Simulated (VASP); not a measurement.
A run of VASP 6.6.1 is set up as follows.

INCAR

```
ALGO = Normal
EDIFF = 1E-7
ENCUT = 520
GGA = PE
ISIF = 2
ISMEAR = 0
LASPH = T
LCHARG = T
LELF = T
LREAL = F
LVHAR = T
LWAVE = F
NBANDS = 26
NELM = 60
PREC = Accurate
SIGMA = 0.1
```

File KPOINTS:

```
k-points
0
Gamma
  6 6 4
```

File POSCAR:

```
RbRu2
1.0
    4.0336272149      0.0000000000      0.0000000000
   -2.0168136074      3.4932236375      0.0000000000
    0.0000000000      0.0000000000      5.9834675766
Rb Ru
1 2
Direct
    0.0000000000      0.0000000000      0.0000000000
    0.3333333333      0.6666666667      0.5000000000
    0.6666666667      0.3333333333      0.5000000000
```

Potentials or basis: VASP PAW PBE potentials, release 64 (Rb_sv, Ru_pv).

The run is started by

```bash
$ cat potpaw_PBE.64/Rb_sv/POTCAR potpaw_PBE.64/Ru_pv/POTCAR > POTCAR
$ mpirun -np 1 vasp_std > vasp.out
```

Estimate the pressure.

0.2 GPa.
